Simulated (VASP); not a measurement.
A run of VASP 6.6.1 is set up as follows.

Contents of POSCAR:

```
Ge
1.0
    3.9976152084      0.0000000000      0.0000000000
   -1.9988076042      3.4620363250      0.0000000000
    0.0000000000      0.0000000000      6.5928195194
Ge
4
Direct
    0.3333333333      0.6666666667      0.0003695991
    0.6666666667      0.3333333333      0.5003695991
    0.3333333333      0.6666666667      0.3746304009
    0.6666666667      0.3333333333      0.8746304009
```

Contents of INCAR.step1:

```
SYSTEM = Ge
PREC = Accurate
ENCUT = 520
ISMEAR = -1
SIGMA = 0.02
LREAL = .FALSE.
LASPH = .TRUE.
NELM = 60
NBANDS = 36
GGA = PE
ALGO = Normal
EDIFF = 1E-4
LWAVE = .TRUE.
LCHARG = .FALSE.
```

INCAR.step2

```
SYSTEM = Ge
PREC = Accurate
ENCUT = 520
EDIFF = 1E-7
ISMEAR = -1
SIGMA = 0.02
LREAL = .FALSE.
LASPH = .TRUE.
NELM = 60
ALGO = Normal
ISIF = 2
LWAVE = .FALSE.
LCHARG = .FALSE.
METAGGA = R2SCAN
LMIXTAU = .TRUE.
NBANDS = 36
ISTART = 1
```

Contents of KPOINTS:

```
regular mesh
0
G
  6 6 4
  0 0 0
```

Potentials or basis: VASP PAW PBE potentials, release 64 (Ge_d).

Command:

```console
$ cat potpaw_PBE.64/Ge_d/POTCAR > POTCAR
$ cp INCAR.step1 INCAR
$ mpirun -np 1 vasp_std > vasp.out
$ cp INCAR.step2 INCAR
$ mpirun -np 1 vasp_std > vasp.out
```

Q: Predict the band gap on the k mesh.

A: 0.06 eV, direct.

Q: What does it give for the pressure?

A: 0.1 GPa.

Stress tensor (GPa, compression positive):
```
0.09 0.00 0.00
0.00 0.09 0.00
0.00 0.00 0.01
```

Caveat: the PAW data sets were made with another functional, which shifts forces and pressure a little. A k mesh can miss the band edges.
